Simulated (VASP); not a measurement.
# O (Fm-3m) in VASP: a series of runs, part 2 of 2

VASP 6.6.1.

### 4 Relaxation of cell and atoms, PBE

This run uses another cell than the first one, of 11.00 Å³/atom.

INCAR reads:

```
ALGO = Normal
EDIFF = 1E-6
EDIFFG = -0.005
ENCUT = 600
GGA = PE
IBRION = 2
ISIF = 3
ISMEAR = -1
LASPH = True
LCHARG = False
LREAL = False
LWAVE = False
NELM = 80
NSW = 60
PREC = Accurate
SIGMA = 0.05
```

KPOINTS reads:

```
k-points
0
Gamma
  19 19 19
```

POSCAR reads:

```
O
1.0
    0.0000000000      1.7651741677      1.7651741677
    1.7651741677      0.0000000000      1.7651741677
    1.7651741677      1.7651741677      0.0000000000
O
1
Direct
    0.0000000000      0.0000000000      0.0000000000
```

Run with:

```console
> cat potpaw_PBE.64/O/POTCAR > POTCAR
> mpirun -np 1 vasp_std > vasp.out
```

Run time: 48 s. Hardware: 1 thread of AMD EPYC 9R45 (Zen 5), shared host; peak memory 0.1 GiB.

The run converged. Its results:

- Free energy: -2.3021 eV
- Relaxed volume: 7.98 Å³/atom
- Relaxed cell: a = 2.243 Å, b = 2.243 Å, c = 2.243 Å, α = 60.00°, β = 60.00°, γ = 60.00°
- Space group after relaxing (to 0.1 Å): Fm-3m (No. 225)
- Energy gained by relaxing: 273.5 meV/atom
- Ionic steps: 16
- Pressure after relaxing: -0.1 GPa
- Band gap on the k mesh: zero (bands 3 and 4 overlap by 3.23 eV)

The path:
```csv
step,energy change (eV),largest force (eV/Å),pressure (GPa),volume (Å³)
1,0.0000,0.0000,-20.81,11.00
2,-0.2359,0.0000,-11.98,8.88
3,-0.2729,0.0000,-1.73,8.07
4,-0.2735,0.0000,0.33,7.96
5,-0.2734,0.0000,-0.65,8.01
6,-0.2734,0.0000,-0.69,8.01
7,-0.2734,0.0000,-0.58,8.01
8,-0.2734,0.0000,-0.58,8.01
9,-0.2734,0.0000,-0.59,8.01
10,-0.2734,0.0000,-0.59,8.01
11,-0.2734,0.0000,-0.60,8.01
12,-0.2734,0.0000,-0.61,8.01
13,-0.2734,0.0000,-0.52,8.00
14,-0.2734,0.0000,-0.45,8.00
15,-0.2735,0.0000,-0.33,7.99
16,-0.2735,0.0000,-0.07,7.98
```

Final structure:
```cif
data_structure
_symmetry_space_group_name_H-M 'P 1'
_symmetry_Int_Tables_number 1
_cell_length_a 2.2429
_cell_length_b 2.2429
_cell_length_c 2.2429
_cell_angle_alpha 60.000
_cell_angle_beta 60.000
_cell_angle_gamma 60.000
_cell_volume 7.98
loop_
_atom_site_label
_atom_site_type_symbol
_atom_site_fract_x
_atom_site_fract_y
_atom_site_fract_z
_atom_site_occupancy
O1 O 0.00000 0.00000 0.00000 1
```

Levels at points of the mesh, in eV from the Fermi level:
```tsv
k point	band 1	band 2	band 3	band 4	band 5	band 6	band 7
(0.00, 0.00, 0.00)	-21.08	1.85	1.85	1.85	18.26	34.59	34.59
```

Caveat: the volume moved by over 15 % at a fixed basis, so the end points are rough.

### 5 Relaxation of cell and atoms, PBE, target pressure 26 GPa, at which the enthalpy is minimised

INCAR reads:

```
ALGO = Normal
EDIFF = 1E-7
EDIFFG = -0.005
ENCUT = 600
GGA = PE
IBRION = 2
ISIF = 3
ISMEAR = -1
LASPH = True
LCHARG = False
LREAL = False
LWAVE = False
NELM = 60
NSW = 32
PREC = Accurate
PSTRESS = 260.0
SIGMA = 0.05
```

KPOINTS is that of step 4.

POSCAR reads:

```
O
1.0
    0.0000000000      1.5175294132      1.5175294132
    1.5175294132      0.0000000000      1.5175294132
    1.5175294132      1.5175294132      0.0000000000
O
1
Direct
    0.0000000000      0.0000000000      0.0000000000
```

Run with:

```console
> cat potpaw_PBE.64/O/POTCAR > POTCAR
> mpirun -np 1 vasp_std > vasp.out
```

Run time: 16 s. Hardware: 1 thread of Intel Xeon Platinum 8488C (Sapphire Rapids), shared host; peak memory 0.12 GiB.

The run converged. Its results:

```yaml
Free_energy: -2.2168 eV
Relaxed_volume: 6.97 Å³/atom
Relaxed_cell: a = 2.144 Å, b = 2.144 Å, c = 2.144 Å, α = 60.00°, β = 60.00°, γ = 60.00°
Space_group_after_relaxing_to_0.1_Å: Fm-3m (No. 225)
Energy_change_on_relaxing_the_run_minimises_the_enthalpy: +2.6 meV/atom
Ionic_steps: 3
Pressure_after_relaxing: 26.0 GPa
Band_gap_on_the_k_mesh: zero (bands 3 and 4 overlap by 3.99 eV)
```

The path:
| step | energy change (eV) | largest force (eV/Å) | pressure (GPa) | volume (Å³) |
| --- | --- | --- | --- | --- |
| 1 | 0.0000 | 0.0000 | 25.43 | 6.99 |
| 2 | 0.0041 | 0.0000 | 26.32 | 6.96 |
| 3 | 0.0026 | 0.0000 | 26.00 | 6.97 |

Final structure:
```yaml
crystal:
  lattice:
    - [0.00000, 1.51636, 1.51636]
    - [1.51636, 0.00000, 1.51636]
    - [1.51636, 1.51636, 0.00000]
  atoms:
    - { symbol: O, position: [0.00000, 0.00000, 0.00000] }
```

Levels at points of the mesh, in eV from the Fermi level:
| k point | band 1 | band 2 | band 3 | band 4 | band 5 | band 6 | band 7 |
| --- | --- | --- | --- | --- | --- | --- | --- |
| (0.00, 0.00, 0.00) | -22.64 | 2.24 | 2.24 | 2.24 | 20.80 | 36.30 | 36.30 |

Caveat: the cell is relaxed towards a set pressure, so the run minimises the enthalpy, not the energy.

### 6 Relaxation of cell and atoms, PBE, target pressure 26 GPa, at which the enthalpy is minimised

INCAR reads:

```
SYSTEM = O
ALGO = Normal
EDIFF = 1E-7
EDIFFG = -0.005
ENCUT = 600
GGA = PE
IBRION = 2
ISIF = 3
ISMEAR = -1
LASPH = .True.
LCHARG = .False.
LREAL = .False.
LWAVE = .False.
NELM = 100
NSW = 60
PREC = Accurate
PSTRESS = 260.0
SIGMA = 0.05
```

KPOINTS reads:

```
k-points
0
Gamma
  19 19 19
  0 0 0
```

POSCAR reads:

```
O
1.0
    0.0000000000      1.5183031190      1.5183031190
    1.5183031190      0.0000000000      1.5183031190
    1.5183031190      1.5183031190      0.0000000000
O
1
Direct
    0.0000000000      0.0000000000      0.0000000000
```

Potentials or basis: VASP PAW PBE potentials, release 64 (O).

Run with:

```console
> cat potpaw_PBE.64/O/POTCAR > POTCAR
> mpirun -np 1 vasp_std > vasp.out
```

Run time: 14 s. Hardware: 1 thread of Intel Xeon Platinum 8488C (Sapphire Rapids), shared host; peak memory 0.12 GiB.

The run converged. Its results:

* Free energy: -2.2168 eV
* Relaxed volume: 6.97 Å³/atom
* Relaxed cell: a = 2.144 Å, b = 2.144 Å, c = 2.144 Å, α = 60.00°, β = 60.00°, γ = 60.00°
* Space group after relaxing (to 0.1 Å): Fm-3m (No. 225)
* Energy change on relaxing (the run minimises the enthalpy): +4.3 meV/atom
* Ionic steps: 3
* Pressure after relaxing: 26.0 GPa
* Band gap on the k mesh: zero (bands 3 and 4 overlap by 3.99 eV)

The path:
| step | energy change (eV) | largest force (eV/Å) | pressure (GPa) | volume (Å³) |
| --- | --- | --- | --- | --- |
| 1 | 0.0000 | 0.0000 | 25.05 | 7.00 |
| 2 | 0.0068 | 0.0000 | 26.55 | 6.96 |
| 3 | 0.0043 | 0.0000 | 26.00 | 6.97 |

Final structure:
```
CELL_PARAMETERS angstrom
0.00000 1.51636 1.51636
1.51636 0.00000 1.51636
1.51636 1.51636 0.00000
ATOMIC_POSITIONS crystal
O 0.00000 0.00000 0.00000
```

Levels at points of the mesh, in eV from the Fermi level:
```csv
k point,band 1,band 2,band 3,band 4,band 5,band 6
"(0.00, 0.00, 0.00)",-22.64,2.24,2.24,2.24,20.80,36.30
```

Caveat: the cell is relaxed towards a set pressure, so the run minimises the enthalpy, not the energy.

### 7 The runs side by side

| cell | gap on the mesh (eV) | pressure (GPa) |
| --- | --- | --- |
| relaxed to 26 GPa from a = 2.146 Å, angles 60.0°, 1 atom | none | 26.0 |
| relaxed to 26 GPa from a = 2.147 Å, angles 60.0°, 1 atom | none | 26.0 |
| relaxed from a = 2.496 Å, angles 60.0°, 1 atom | none | -0.1 |

Alike in all rows: task relaxation of cell and atoms; level PBE; potentials or basis VASP PAW PBE potentials, release 64 (O); no spin polarisation; k mesh 19 × 19 × 19; cutoff (eV) 600; smearing fermi-dirac 0.05 eV.

Caveats: the cell is relaxed towards a set pressure, so the run minimises the enthalpy, not the energy (at least some runs); the volume moved by over 15 % at a fixed basis, so the end points are rough (at least some runs).

Absolute energies hang on the potentials; compare differences alone.
